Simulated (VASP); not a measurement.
# BC6 in VASP: further runs

BC6 is run at these levels: PBE; tasks: single point.

Everything below comes from runs of VASP 6.6.1. Logs are shortened: lines on timing, memory, paths and dates and some standing lists are left out, and cuts for length are marked.

## (1) The cell of the first run

The cell holds a disordered packing, 14 atoms: a = 4.977 Å, b = 4.935 Å, c = 4.826 Å, α = 92.52°, β = 89.42°, γ = 94.55°.

## (2) Single point, PBE

Contents of INCAR:

```
PREC = Accurate ; ENCUT = 520
EDIFF = 1E-6 ; ISMEAR = -1
SIGMA = 0.3447 ; LREAL = F
LASPH = T ; NELM = 120
ALGO = Normal ; ISIF = 2
LWAVE = F ; LCHARG = F
GGA = PE ; ISYM = -1
NBANDS = 40 ; GGA_COMPAT = F
```

Contents of KPOINTS:

```
explicit points
1
Reciprocal
  0.25000000   0.25000000   0.25000000 1
```

Contents of POSCAR:

```
BC6
1.0
    4.9729980000     -0.1966600000      0.0225860000
   -0.1966600000      4.9296060000     -0.1069400000
    0.0225860000     -0.1069400000      4.8244630000
C B
12 2
Direct
    0.3079810456      0.8672231970      0.5497206194
    0.3016103194      0.3529323631      0.9889826943
    0.6026017312      0.4703562722      0.5999761086
    0.9664034225      0.6176784261      0.0357899611
    0.5659793958      1.2156917047      0.4327250225
    0.8253078324      0.6171743976      0.5427396225
    0.6441150356      0.1845158028      0.7034930391
    0.2904658997      1.0972625306      0.4026082887
    0.0090396449      0.6189288729      0.3536445578
    0.0538661027      0.2184655441      0.8237586412
    0.5324678179      1.1424565126     -0.0243467550
    0.9297369380      0.7421003704      0.8082230447
    0.3787914657      0.6910534474      0.7937824109
    0.7661351881      0.2655418245      1.1030150119
```

Potentials or basis: VASP PAW PBE potentials, release 64 (C, B).

Run with:

```bash
$ cat potpaw_PBE.64/C/POTCAR potpaw_PBE.64/B/POTCAR > POTCAR
$ mpirun -np 1 vasp_std > vasp.out
```

OUTCAR:

```text
PREC = Accurate
   ENCUT = 520
   EDIFF = 1E-6
   ISMEAR = -1
   LREAL = F
   LASPH = T
   NELM = 120
   ISIF = 2
   GGA = PE
   ISYM = -1

 ion  position               nearest neighbor table
   1  0.308  0.867  0.550-   8 1.37  13 1.55   9 2.06
   2  0.302  0.353  0.989-  10 1.56  11 1.61  13 1.96
   3  0.603  0.470  0.600-   6 1.31   5 1.46   7 1.55  13 1.84
   4  0.966  0.618  0.036-  12 1.30   9 1.55  14 1.97
   5  0.566  0.216  0.433-   7 1.39   8 1.45   3 1.46  14 1.88
   6  0.825  0.617  0.543-   9 1.29   3 1.31  12 1.48
   7  0.644  0.185  0.703-   5 1.39  11 1.44   3 1.55  14 2.04
   8  0.290  0.097  0.403-   1 1.37   5 1.45
   9  0.009  0.619  0.354-   6 1.29   4 1.55   1 2.06
  10  0.054  0.218  0.824-   2 1.56  14 1.98
  11  0.532  0.142  0.976-  14 1.40   7 1.44   2 1.61
  12  0.930  0.742  0.808-   4 1.30   6 1.48
  13  0.379  0.691  0.794-   1 1.55   3 1.84   2 1.96
  14  0.766  0.266  0.103-  11 1.40   5 1.88   4 1.97  10 1.98   7 2.04

IMPORTANT INFORMATION: All symmetrisations will be switched off!
NOSYMM: (Re-)initialisation of all symmetry stuff for point group C_1.

----------------------------------------------------------------------------------------

                                     Primitive cell

  volume of cell :     118.0263

  direct lattice vectors                    reciprocal lattice vectors
     4.972998000 -0.196660000  0.022586000     0.201406506  0.008018243 -0.000765162
    -0.196660000  4.929606000 -0.106940000     0.008018243  0.203272777  0.004468247
     0.022586000 -0.106940000  4.824463000    -0.000765162  0.004468247  0.207379581

  length of vectors
     4.976936245  4.934686073  4.825700937     0.201567503  0.203479924  0.207429124

  position of ions in fractional coordinates (direct lattice)
     0.307981046  0.867223197  0.549720619
     0.301610319  0.352932363  0.988982694
     0.602601731  0.470356272  0.599976109
     0.966403423  0.617678426  0.035789961
     0.565979396  0.215691705  0.432725023
     0.825307832  0.617174398  0.542739623
     0.644115036  0.184515803  0.703493039
     0.290465900  0.097262531  0.402608289
     0.009039645  0.618928873  0.353644558
     0.053866103  0.218465544  0.823758641
     0.532467818  0.142456513  0.975653245
     0.929736938  0.742100370  0.808223045
     0.378791466  0.691053447  0.793782411
     0.766135188  0.265541824  0.103015012

[... 57 lines left out ...]
   NELECT =      54.0000    total number of electrons
   NUPDOWN=      -1.0000    fix difference up-down
   EMIN   =  10.00;   EMAX   =-10.00  energy-range for DOS
   EFERMI =   0.00;   METHOD = LEGACY
   ISMEAR =    -1;   SIGMA  =   0.34  broadening in eV -4-tet -1-fermi 0-gaus
   EFERMI_NEDOS =   21; number of points for ismear=-14 and -15
   IALGO  =     38    algorithm
   IMIX   =      4    mixing-type and parameters
     AMIX     =   0.40;   BMIX     =  1.00
     AMIX_MAG =   1.60;   BMIX_MAG =  1.00
  volume/ion in A,a.u.               =       8.43        56.89
  Fermi-wavevector in a.u.,A,eV,Ry     =   1.261478  2.383848 21.651328  1.591328
  Thomas-Fermi vector in A             =   2.394935
   LORBIT       =      0    0 simple, 1 ext, 2 COOP (PROOUT), +10 PAW based schemes
   GGA     = PE    functional components
   LHFCALC =     F    Hartree Fock is set to
   AEXX    =    0.0000 exact exchange contribution
   IVDW    =     0    specifies the selected vdW correction
   LEPSILON=     F    determine dielectric tensor
   LRPA    =     F    only Hartree local field effects (RPA)
 non-spin polarized calculation
  energy-cutoff  :      520.00
  volume of cell :      118.03
 maximum number of plane-waves:      3173
 NGX is ok and might be reduce to    40
   NGX = 19   NGY = 19   NGZ = 17

 number of electron      53.9999999 magnetization

 Free energy of the ion-electron system (eV)
  ---------------------------------------------------
  ext. energy  EPLUGINS =         0.00000000
  ---------------------------------------------------
  free energy    TOTEN  =       -97.29973571 eV

  energy without entropy =      -96.03954359  energy(sigma->0) =      -96.66963965

 E-fermi :   4.9279     XC(G=0): -11.0160

 val. band max:        4.6329128223   @ k =   0.2500   0.2500   0.2500
 cond. band min:       5.1671217430   @ k =   0.2500   0.2500   0.2500
 fundamental gap:      0.5342089206
 Fermi energy:         4.9278753312

 k-point     1 :       0.2500    0.2500    0.2500
  band No.  band energies     occupation
      1     -14.9037      2.00000
      2     -12.7230      2.00000
      3     -11.1783      2.00000
      4     -10.2741      2.00000
      5      -9.2458      2.00000
      6      -8.5078      2.00000
[... 31 lines left out ...]
     38      10.6950      0.00000
     39      11.3932      0.00000
 [bands above 39 left out]

------------------------ aborting loop because EDIFF is reached ----------------------------------------

  FORCE on cell =-STRESS in cart. coord.  units (eV):
  Direction    XX          YY          ZZ          XY          YZ          ZX
  --------------------------------------------------------------------------------------
  -------------------------------------------------------------------------------------
  Total       12.6146868     -3.7607014      4.8830144      7.8402110      1.0161128     -1.1593842
  in kB      171.2411926    -51.0505736     66.2856890    106.4288874     13.7934744    -15.7383476
  external PRESSURE =      62.1587693 kB  Pullay stress =       0.0000000 kB

 VOLUME and BASIS-vectors are now :
 -----------------------------------------------------------------------------
  energy-cutoff  :      520.00
  volume of cell :      118.03
      direct lattice vectors                 reciprocal lattice vectors
     4.972998000 -0.196660000  0.022586000     0.201406506  0.008018243 -0.000765162
    -0.196660000  4.929606000 -0.106940000     0.008018243  0.203272777  0.004468247
     0.022586000 -0.106940000  4.824463000    -0.000765162  0.004468247  0.207379581

 POSITION                                       TOTAL-FORCE (eV/Angst)
 -----------------------------------------------------------------------------------
      1.37346      4.15571      2.56632        -3.992183     -2.588931     -1.587626
      1.45284      1.57474      4.74038        -1.059663     -2.158256     -2.892694
      2.91779      2.13600      2.85787        -4.852559     -0.580413      0.483331
      4.68526      2.85103      0.12844        -1.876700     -1.962955      6.207782
      2.78197      0.90569      2.07738        -0.327776      0.395399     -1.234067
      3.99514      2.82208      2.57107         3.852409      3.634286      4.575364
      3.18278      0.70769      3.38879         2.333016      1.678823      1.361401
      1.43445      0.37929      1.93853         1.498547     -1.478826      0.942085
     -0.06878      3.01148      1.64016         3.186793      2.158063     -6.856402
      0.24352      0.97826      3.95205         0.228420      0.670488      2.490422
      2.64198      0.49320      4.70380        -3.540930     -0.377402     -4.028589
      4.49589      3.38899      3.84088         0.178474      1.470296     -0.633222
      1.76575      3.24724      3.76423         1.196619     -1.608868     -1.331585
      3.76009      1.14733      0.48590         3.175534      0.748294      2.503801
 -----------------------------------------------------------------------------------
    total drift:                               -0.000414     -0.000182     -0.000061

  FREE ENERGIE OF THE ION-ELECTRON SYSTEM (eV)
  ---------------------------------------------------
  free  energy   TOTEN  =       -97.2997357126 eV

  energy  without entropy=      -96.0395435916  energy(sigma->0) =      -96.66963965
```

OSZICAR:

```text
N       E                     dE             d eps       ncg     rms          rms(c)
DAV:   1     0.173704879470E+03    0.17370E+03   -0.26587E+04    80   0.125E+03
DAV:   2    -0.879422873957E+02   -0.26165E+03   -0.24709E+03   104   0.248E+02
DAV:   3    -0.103712082096E+03   -0.15770E+02   -0.15497E+02    96   0.590E+01
DAV:   4    -0.104085035560E+03   -0.37295E+00   -0.37202E+00   104   0.938E+00
DAV:   5    -0.104094532216E+03   -0.94967E-02   -0.94896E-02    96   0.150E+00    0.159E+01
DAV:   6    -0.983011926279E+02    0.57933E+01   -0.14825E+01    96   0.181E+01    0.869E+00
DAV:   7    -0.975319013992E+02    0.76929E+00   -0.44066E+00    96   0.958E+00    0.513E+00
DAV:   8    -0.972991754484E+02    0.23273E+00   -0.87337E-01    96   0.423E+00    0.207E+00
DAV:   9    -0.972985845982E+02    0.59085E-03   -0.12235E-01   104   0.166E+00    0.721E-01
DAV:  10    -0.972990649947E+02   -0.48040E-03   -0.10223E-02    96   0.519E-01    0.288E-01
DAV:  11    -0.972995508342E+02   -0.48584E-03   -0.28321E-03   104   0.255E-01    0.661E-02
DAV:  12    -0.972996580528E+02   -0.10722E-03   -0.29989E-04    96   0.845E-02    0.382E-02
DAV:  13    -0.972997129899E+02   -0.54937E-04   -0.65704E-05   104   0.391E-02    0.186E-02
DAV:  14    -0.972997314286E+02   -0.18439E-04   -0.16744E-05    96   0.201E-02    0.719E-03
DAV:  15    -0.972997351871E+02   -0.37586E-05   -0.39254E-06    96   0.951E-03    0.245E-03
DAV:  16    -0.972997357126E+02   -0.52549E-06   -0.61437E-07    64   0.409E-03
   1 F= -.97299736E+02 E0= -.96669640E+02  d E =-.126019E+01
```

It took 22 s on 1 thread of AMD EPYC 7R43 (Zen 3), shared host; peak memory 0.17 GiB.

What came out:

```yaml
Free_energy: -97.2997 eV
Pressure: 6.2 GPa
Largest_force: 7.863 eV/Å
```

Forces on the atoms (eV/Å):
```
C   -3.992 -2.589 -1.588
C   -1.060 -2.158 -2.893
C   -4.853 -0.580  0.483
C   -1.877 -1.963  6.208
C   -0.328  0.395 -1.234
C    3.852  3.634  4.575
C    2.333  1.679  1.361
C    1.499 -1.479  0.942
C    3.187  2.158 -6.856
C    0.228  0.670  2.490
C   -3.541 -0.377 -4.029
C    0.178  1.470 -0.633
B    1.197 -1.609 -1.332
B    3.176  0.748  2.504
```

Levels at points of the mesh, in eV from the Fermi level:
```csv
k point,band 24,band 25,band 26,band 27,band 28,band 29,band 30,band 31
"(0.25, 0.25, 0.25)",-2.11,-1.61,-0.88,-0.29,0.24,1.22,1.39,1.92
```

Caveat: the atoms stand as in a frame of molecular dynamics.

## (3) Single point, PBE

Contents of INCAR:

```
SYSTEM = BC6
PREC = Accurate ; ENCUT = 520
EDIFF = 1E-6 ; ISMEAR = -1
SIGMA = 0.3447 ; LREAL = .False.
LASPH = .True. ; NELM = 120
ALGO = Normal ; ISIF = 2
LWAVE = .False. ; LCHARG = .False.
GGA = PE ; NBANDS = 40
ISYM = -1 ; GGA_COMPAT = .False.
```

KPOINTS is that of step 2.

Contents of POSCAR:

```
BC6
1.0
    4.9729980000     -0.1966600000      0.0225860000
   -0.1966600000      4.9296060000     -0.1069400000
    0.0225860000     -0.1069400000      4.8244630000
C B
12 2
Direct
    0.3191053116      0.9070264516      0.1353823412
    0.2862758843      0.2708258890      0.6277437081
    0.5968884877      0.6306128660      0.4314651012
    0.8926421320      0.6859792937     -0.0143385056
    0.7899113823      1.0919779788      0.2290651180
    0.8729750380      0.6552765668      0.4124932167
    0.7224623488      0.3017681338      0.3908131433
    0.4493449611      0.8678006019      0.3681959404
    0.0129043719      0.8509882574      0.2071165695
    0.1140374628      0.0644424615      0.8224643503
    0.5473508835      1.1857809579     -0.3557144187
    1.0913902782      0.7619697259      0.7101432640
    0.3077586973      0.5733229605      0.6687907275
    0.7985010518      0.1655485226      0.9134259739
```

Potentials or basis: VASP PAW PBE potentials, release 64 (C, B).

Run with:

```bash
$ cat potpaw_PBE.64/C/POTCAR potpaw_PBE.64/B/POTCAR > POTCAR
$ mpirun -np 1 vasp_std > vasp.out
```

Run time: 19 s. Hardware: 1 thread of AMD EPYC 7R43 (Zen 3), shared host; peak memory 0.17 GiB.

Results (log left out):

* Free energy: -101.0617 eV
* Pressure: -3.6 GPa
* Largest force: 6.428 eV/Å

Forces in eV/Å, atoms in the order of the input:
```
C   -5.433  0.315  0.143
C   -1.280 -2.279  5.163
C   -3.529  1.295  1.305
C    1.120 -1.555 -4.744
C    0.812  0.022 -4.427
C    3.807 -0.291  3.308
C   -1.548  3.729  5.001
C    5.116 -0.473 -0.951
C   -1.553 -1.415  0.475
C   -0.695  1.859 -4.822
C    4.262  0.306 -0.716
C   -4.014  0.821  2.201
B    2.254 -1.181 -1.008
B    0.681 -1.154 -0.928
```

Stress tensor (GPa, compression positive):
```
-8.15 -4.20  1.73
-4.20 -8.30 -4.01
 1.73 -4.01  5.71
```

Levels at points of the mesh, in eV from the Fermi level:
| k point | band 24 | band 25 | band 26 | band 27 | band 28 | band 29 | band 30 | band 31 |
| --- | --- | --- | --- | --- | --- | --- | --- | --- |
| (0.25, 0.25, 0.25) | -1.98 | -1.41 | -1.03 | -0.24 | 0.31 | 0.74 | 1.64 | 2.39 |

Caveat: the atoms stand as in a frame of molecular dynamics.
